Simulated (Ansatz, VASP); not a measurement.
**Rh in VASP and in Ansatz**

File INCAR:

```
PREC = Accurate ; ENCUT = 520
EDIFF = 1E-6 ; ISMEAR = 0
SIGMA = 0.15 ; LREAL = False
LASPH = True ; NELM = 60
ALGO = Fast ; ISIF = 2
LWAVE = False ; LCHARG = False
GGA = PS ; NBANDS = 38
```

KPOINTS

```
regular mesh
0
Gamma
  18 18 6
```

POSCAR

```
Rh
1.0
    2.5775054375      0.0000000000      0.0000000000
   -1.2887527188      2.2321851873      0.0000000000
    0.0000000000      0.0000000000      9.3672375197
Rh
4
Direct
    0.0000000000      0.0000000000      0.0000000000
    0.3333333333      0.6666666667      0.2500000000
    0.0000000000      0.0000000000      0.5000000000
    0.6666666667      0.3333333333      0.7500000000
```

Input for Ansatz:

```yaml
crystal:
  lattice:
    - [2.5775054375, 0.0, 0.0]
    - [-1.2887527188, 2.2321851873, 0.0]
    - [0.0, 0.0, 9.3672375197]
  atoms:
    - { symbol: Rh, position: [0.0, 0.0, 0.0] }
    - { symbol: Rh, position: [0.3333333333, 0.6666666667, 0.25] }
    - { symbol: Rh, position: [0.0, 0.0, 0.5] }
    - { symbol: Rh, position: [0.6666666667, 0.3333333333, 0.75] }
basis:
  ecutwfc: 420
kpoints:
  mp_grid: { grid: [18, 18, 6] }
hamiltonian:
  xc: pbesol
  pseudopotentials: { kind: paw, azcp: { folder: soft_1 } }
scf:
  occupations: { method: gaussian, width: 0.15 }
output:
  forces: true
  stress: true
  eigenvalues: true
```

Change from the starting cell: strain +e along x and -e along y +0.0000, strain +e along z and -e/2 along x and y +0.0733.

Alike in both runs: task single point; functional PBEsol; k mesh 18 × 18 × 6; occupations gaussian, width 0.15 eV; no spin polarisation.

|  | VASP | Ansatz |
| --- | --- | --- |
| version | VASP 6.6.1 | Ansatz 0.2.0 |
| potentials or method | VASP PAW PBE potentials, release 64 (Rh_pv), cutoff 520 eV | scalar-relativistic, plane waves, PAW |
| valence electrons in the cell | 60 | 68 |

```csv
,VASP,Ansatz,Ansatz less VASP
gap on the k mesh at the Fermi level (eV),none,none,-
pressure (GPa),5.7,5.8,+0.13
"traceless stress, the component that is largest in VASP (GPa)",-27.53,-27.59,-0.061
```

VASP's potentials were made for PBE, not for PBEsol, and Ansatz warns of the same on its side. A gap of «none» marks a metal or a gap that the smearing closes. VASP's potentials hold 60 valence electrons a cell and Ansatz's 68, so a difference there can come from the potentials and not from the codes.
